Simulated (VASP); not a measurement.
# BN (P1) in VASP: further runs

BN is run at these levels: PBE+D3(BJ); tasks: single point.

Program: VASP 6.6.1. These are calculated values, not measurements. Logs are shortened: lines on timing, memory, paths and dates and some standing lists are left out, and cuts for length are marked.

### 1 The cell of the first run

The typed cell holds 16 atoms: a = 5.037 Å, b = 5.037 Å, c = 6.712 Å, α = 90.00°, β = 90.00°, γ = 120.00°.

### 2 Single point, PBE+D3(BJ) (dynamics (nvt nose hoover) at 450 K, volume x 1.01, from the last frame before)

File INCAR:

```
  ALGO = Normal
  EDIFF = 1E-6
  ENCUT = 520
  GGA = PE
  ISIF = 2
  ISMEAR = -1
  IVDW = 12
  LASPH = True
  LCHARG = False
  LREAL = Auto
  LWAVE = False
  NBANDS = 46
  NELM = 60
  PREC = Accurate
  SIGMA = 0.0388
```

File KPOINTS:

```
Automatic mesh
0
Gamma
  3 3 2
  0 0 0.5
```

File POSCAR:

```
BN
1.0
    2.5183372967     -4.3618881484      0.0000000000
   -5.0366745933      0.0000000000      0.0000000000
    0.0000000000      0.0000000000     -6.7122260769
B N
8 8
Direct
    0.4703637347      0.4748711659      0.4969291799
   -0.0348039644      0.4711803064      0.4994557635
    0.4778891455     -0.0258483924      0.5010652146
   -0.0293407340     -0.0270297122      0.4897987586
    0.2043977217      0.3670646915     -0.0021052628
    0.7037461520      0.3673848981      0.0011075312
    0.1942236874      0.8634851578      0.0061808109
    0.6932179132      0.8619259484      0.0075149435
    0.5310303523      0.5216494521     -0.0062891207
    0.0340212759      0.5297944107     -0.0025767904
    0.5222596093      0.0332391639      0.0216680723
    0.0324141737      0.0288709981      0.0080031571
    0.3067306988      0.1306366625      0.4933178594
    0.8014870811      0.1396492460      0.4950186364
    0.2957723711      0.6371407432      0.5090642003
    0.7995642899      0.6304819804      0.4818352307
```

Potentials or basis: VASP PAW PBE potentials, release 64 (B, N).

Run with:

```
$ cat potpaw_PBE.64/B/POTCAR potpaw_PBE.64/N/POTCAR > POTCAR
$ mpirun -np 1 vasp_std > vasp.out
```

OUTCAR:

```text
EDIFF = 1E-6
   ENCUT = 520
   GGA = PE
   ISIF = 2
   ISMEAR = -1
   IVDW = 12
   LASPH = True
   LREAL = Auto
   NELM = 60
   PREC = Accurate
 IVDW          = 12

 ion  position               nearest neighbor table
   1  0.470  0.475  0.497-  16 1.44  15 1.47  13 1.50
   2  0.965  0.471  0.499-  16 1.42  15 1.44  14 1.45
   3  0.478  0.974  0.501-  14 1.41  13 1.43  15 1.47
   4  0.971  0.973  0.490-  14 1.47  13 1.47  16 1.49
   5  0.204  0.367  0.998-   9 1.43  10 1.45  12 1.48
   6  0.704  0.367  0.001-   9 1.43  10 1.44  11 1.47
[... 8 lines left out ...]
  15  0.296  0.637  0.509-   2 1.44   1 1.47   3 1.47
  16  0.800  0.630  0.482-   2 1.42   1 1.44   4 1.49

  LATTYP: Found a hexagonal cell.
 ALAT       =     5.0366745933
 C/A-ratio  =     1.3326701879

  Lattice vectors:

 A1 = (   2.5183372967,  -4.3618881484,   0.0000000000)
 A2 = (  -5.0366745933,   0.0000000000,   0.0000000000)
 A3 = (   0.0000000000,   0.0000000000,  -6.7122260769)

Analysis of symmetry for initial positions (statically):
=====================================================================
 Subroutine PRICEL returns:
 Original cell was already a primitive cell.

 Routine SETGRP: Setting up the symmetry group for a
 hexagonal supercell.

 Subroutine GETGRP returns: Found  1 space group operations
 (whereof  1 operations were pure point group operations)
 out of a pool of 24 trial point group operations.

The static configuration has the point symmetry C_1 .

Analysis of symmetry for dynamics (positions and initial velocities):
=====================================================================
 Subroutine PRICEL returns:
 Original cell was already a primitive cell.

 Routine SETGRP: Setting up the symmetry group for a
 hexagonal supercell.

 Subroutine GETGRP returns: Found  1 space group operations
 (whereof  1 operations were pure point group operations)
 out of a pool of 24 trial point group operations.

The dynamic configuration has the point symmetry C_1 .

 Subroutine INISYM returns: Found  1 space group operations
 (whereof  1 operations are pure point group operations),
 and found     1 'primitive' translations

----------------------------------------------------------------------------------------

                                     Primitive cell

  volume of cell :     147.4637

  direct lattice vectors                    reciprocal lattice vectors
     2.518337297 -4.361888148  0.000000000     0.000000000 -0.229258515  0.000000000
    -5.036674593  0.000000000  0.000000000    -0.198543698 -0.114629258  0.000000000
     0.000000000  0.000000000 -6.712226077     0.000000000  0.000000000 -0.148981871

  length of vectors
     5.036674593  5.036674593  6.712226077     0.229258515  0.229258515  0.148981871

  position of ions in fractional coordinates (direct lattice)
     0.470363735  0.474871166  0.496929180
     0.965196036  0.471180306  0.499455764
     0.477889146  0.974151608  0.501065215
     0.970659266  0.972970288  0.489798759
     0.204397722  0.367064691  0.997894737
     0.703746152  0.367384898  0.001107531
[... 8 lines left out ...]
     0.295772371  0.637140743  0.509064200
     0.799564290  0.630481980  0.481835231

  ion indices of the primitive-cell ions
   primitive index   ion index
                 1           1
                 2           2
                 3           3
                 4           4
                 5           5
                 6           6
[... 8 lines left out ...]
                15          15
                16          16

----------------------------------------------------------------------------------------

 KPOINTS: Automatic mesh

Automatic generation of k-mesh.
 Grid dimensions read from file:
 generate k-points for:    3    3    2

 Generating k-lattice:

  Cartesian coordinates                     Fractional coordinates (reciprocal lattice)
     0.000000000 -0.076419505  0.000000000     0.333333333  0.000000000  0.000000000
    -0.066181233 -0.038209753  0.000000000     0.000000000  0.333333333  0.000000000
     0.000000000  0.000000000 -0.074490936     0.000000000  0.000000000  0.500000000

  Length of vectors
     0.076419505  0.076419505  0.074490936

  Shift w.r.t. Gamma in fractional coordinates (k-lattice)
     0.000000000  0.000000000  0.500000000

 Subroutine IBZKPT returns following result:
 ===========================================

 Found      9 irreducible k-points:

 Following reciprocal coordinates:
            Coordinates               Weight
  0.000000  0.000000  0.250000      2.000000
  0.333333  0.000000  0.250000      2.000000
 -0.000000  0.333333  0.250000      2.000000
 -0.333333  0.333333  0.250000      2.000000
 -0.333333  0.000000  0.250000      2.000000
  0.000000 -0.333333  0.250000      2.000000
  0.333333 -0.333333  0.250000      2.000000
  0.333333  0.333333  0.250000      2.000000
 -0.333333 -0.333333  0.250000      2.000000
   k-points           NKPTS =      9   k-points in BZ     NKDIM =      9   number of bands    NBANDS=     46
   number of dos      NEDOS =    301   number of ions     NIONS =     16
   total plane-waves  NPLWV =  80000
   dimension x,y,z NGX =    40 NGY =   40 NGZ =   50
   dimension x,y,z NGXF=    80 NGYF=   80 NGZF=  100
   ions per type =               8   8
   NGX,Y,Z   is equivalent  to a cutoff of  13.20, 13.20, 12.38 a.u.
   NGXF,Y,Z  is equivalent  to a cutoff of  26.41, 26.41, 24.77 a.u.
 SYSTEM =  unknown system
   PREC   = accura    normal or accurate (medium, high low for compatibility)
   ISTART =      0    job   : 0-new  1-cont  2-samecut
   ICHARG =      2    charge: 1-file 2-atom 10-const
   ISPIN  =      1    spin polarized calculation?
   LNONCOLLINEAR =      F non collinear calculations
   LSORBIT =      F    spin-orbit coupling
   LASPH  =      T    aspherical Exc in radial PAW
   ENCUT  =  520.0 eV  38.22 Ry    6.18 a.u.   9.36  9.36 12.48*2*pi/ulx,y,z
   NELM   =     60;   NELMIN=  2; NELMDL= -5     # of ELM steps
   EDIFF  = 0.1E-05   stopping-criterion for ELM
   LREAL  =      T    real-space projection
   EDIFFG = 0.1E-04   stopping-criterion for IOM
   NSW    =      0    number of steps for IOM
   IBRION =     -1    ionic relax: 0-MD 1-quasi-New 2-CG
   NFREE  =      0    steps in history (QN), initial steepest desc. (CG)
   ISIF   =      2    stress and relaxation
   ISYM   =      2    0-nonsym 1-usesym 2-fastsym
   POTIM  = 0.5000    time-step for ionic-motion
   TEBEG  =    0.0;   TEEND  =   0.0 temperature during run
   PSTRESS=    0.0 pullay stress
   NELECT =      64.0000    total number of electrons
   NUPDOWN=      -1.0000    fix difference up-down
   EMIN   =  10.00;   EMAX   =-10.00  energy-range for DOS
   EFERMI =   0.00;   METHOD = LEGACY
   ISMEAR =    -1;   SIGMA  =   0.04  broadening in eV -4-tet -1-fermi 0-gaus
   EFERMI_NEDOS =   21; number of points for ismear=-14 and -15
   IALGO  =     38    algorithm
   IMIX   =      4    mixing-type and parameters
     AMIX     =   0.40;   BMIX     =  1.00
     AMIX_MAG =   1.60;   BMIX_MAG =  1.00
  volume/ion in A,a.u.               =       9.22        62.20
  Fermi-wavevector in a.u.,A,eV,Ry     =   1.239481  2.342279 20.902805  1.536313
  Thomas-Fermi vector in A             =   2.373962
   LORBIT       =      0    0 simple, 1 ext, 2 COOP (PROOUT), +10 PAW based schemes
   GGA     = PE    functional components
   LHFCALC =     F    Hartree Fock is set to
   AEXX    =    0.0000 exact exchange contribution
   IVDW    =    12    specifies the selected vdW correction
   LEPSILON=     F    determine dielectric tensor
   LRPA    =     F    only Hartree local field effects (RPA)
 non-spin polarized calculation
  energy-cutoff  :      520.00
  volume of cell :      147.46
 maximum number of plane-waves:      4003
 NGX is ok and might be reduce to    40
   NGX = 19   NGY = 19   NGZ = 25

 number of electron      64.0000000 magnetization

 Free energy of the ion-electron system (eV)
  ---------------------------------------------------
  ext. energy  EPLUGINS =         0.00000000
  ---------------------------------------------------
  free energy    TOTEN  =      -140.16393265 eV

  energy without entropy =     -140.16393265  energy(sigma->0) =     -140.16393265

 E-fermi :   3.1540     XC(G=0):  -9.9772

 val. band max:        2.2011947825   @ k =  -0.3333  -0.3333   0.2500
 cond. band min:       6.3779907531   @ k =   0.0000   0.0000   0.2500
 fundamental gap:      4.1767959706
 Fermi energy:         3.1539632398

 k-point     1 :       0.0000    0.0000    0.2500
  band No.  band energies     occupation
      1     -15.5426      2.00000
      2     -15.3325      2.00000
      3     -12.5757      2.00000
      4     -12.5212      2.00000
      5     -12.4194      2.00000
      6     -12.3688      2.00000
[... 36 lines left out ...]
     43      11.6765      0.00000
     44      11.8171      0.00000

 k-point     2 :       0.3333    0.0000    0.2500
  band No.  band energies     occupation
      1     -15.0223      2.00000
      2     -14.8282      2.00000
      3     -13.6104      2.00000
      4     -13.4465      2.00000
      5     -12.5919      2.00000
      6     -12.5299      2.00000
[... 36 lines left out ...]
     43      12.6433      0.00000
     44      12.7875      0.00000

 k-point     3 :      -0.0000    0.3333    0.2500
  band No.  band energies     occupation
      1     -15.0176      2.00000
      2     -14.8179      2.00000
      3     -13.5928      2.00000
      4     -13.4387      2.00000
      5     -12.6649      2.00000
      6     -12.4947      2.00000
[... 271 lines left out ...]
     43      11.4887      0.00000
     44      13.8131      0.00000

 k-point     9 :      -0.3333   -0.3333    0.2500
  band No.  band energies     occupation
      1     -14.1668      2.00000
      2     -14.0896      2.00000
      3     -14.0262      2.00000
      4     -13.8811      2.00000
      5     -13.7656      2.00000
      6     -13.7135      2.00000
[... 36 lines left out ...]
     43      11.4641      0.00000
     44      13.6877      0.00000
 [bands above 44 left out]

------------------------ aborting loop because EDIFF is reached ----------------------------------------

 Edisp (eV)   -2.20526

 E8    (eV) :    -0.6455

  FORCE on cell =-STRESS in cart. coord.  units (eV):
  Direction    XX          YY          ZZ          XY          YZ          ZX
  --------------------------------------------------------------------------------------
  -------------------------------------------------------------------------------------
  Total      -5.81609    -3.15142    -0.50988    -1.45131     0.28235    -0.57034
  in kB     -63.19125   -34.23983    -5.53975   -15.76836     3.06775    -6.19664
  external pressure =      -34.32 kB  Pullay stress =        0.00 kB

 VOLUME and BASIS-vectors are now :
 -----------------------------------------------------------------------------
  energy-cutoff  :      520.00
  volume of cell :      147.46
      direct lattice vectors                 reciprocal lattice vectors
     2.518337297 -4.361888148  0.000000000     0.000000000 -0.229258515  0.000000000
    -5.036674593  0.000000000  0.000000000    -0.198543698 -0.114629258  0.000000000
     0.000000000  0.000000000 -6.712226077     0.000000000  0.000000000 -0.148981871

 POSITION                                       TOTAL-FORCE (eV/Angst)
 -----------------------------------------------------------------------------------
     -1.20724     -2.05167     -3.33550         0.996569      1.118531      0.148724
      0.05751     -4.21008     -3.35246         0.435092     -0.470401      0.352725
     -3.70300     -2.08450     -3.36326         0.456552      1.841290      0.251598
     -2.45609     -4.23391     -3.28764         0.878145     -0.178642     -0.122071
     -1.33404     -0.89156     -6.69810         0.797957      1.170482     -0.284074
     -0.07813     -3.06966     -0.00743         0.942364      0.684587     -0.396864
[... 8 lines left out ...]
     -2.46422     -1.29013     -3.41695         0.713308     -1.525923      0.297110
     -1.16196     -3.48761     -3.23419        -2.219018     -0.199062     -0.580572
 -----------------------------------------------------------------------------------
    total drift:                               -0.001375      0.001022     -0.000556

  FREE ENERGIE OF THE ION-ELECTRON SYSTEM (eV)
  ---------------------------------------------------
  free  energy   TOTEN  =      -142.3691915937 eV

  energy  without entropy=     -142.3691915937  energy(sigma->0) =     -142.36919159
```

It took 77 s on 1 thread of Intel Xeon 6975P-C (Granite Rapids), shared host; peak memory 0.27 GiB.

What came out:

```
Free energy                : -142.3692 eV
Pressure                   : -3.4 GPa
Largest force              : 2.616 eV/Å
Band gap on the k mesh     : 4.18 eV
Dispersion energy per atom : -0.138 eV
```

Forces on the atoms (eV/Å):
```
B    0.997  1.119  0.149
B    0.435 -0.470  0.353
B    0.457  1.841  0.252
B    0.878 -0.179 -0.122
B    0.798  1.170 -0.284
B    0.942  0.685 -0.397
B    0.312 -0.149 -0.129
B   -0.175 -0.161  0.060
N   -2.322 -0.781 -0.190
N   -0.117 -0.150 -0.046
N    1.689 -1.817  0.830
N   -1.112  1.308  0.289
N   -2.347  0.643 -0.250
N    1.071 -1.333 -0.231
N    0.713 -1.526  0.297
N   -2.219 -0.199 -0.581
```

Stress tensor (GPa, compression positive):
```
-6.32 -1.58 -0.62
-1.58 -3.42  0.31
-0.62  0.31 -0.55
```

Caveat: the k points lie up to 0.48 Å⁻¹ apart; forces of over 1 eV/Å act on the atoms, so gaps and moduli don't describe the material at rest.

(Part 1 of 2 ends here.)
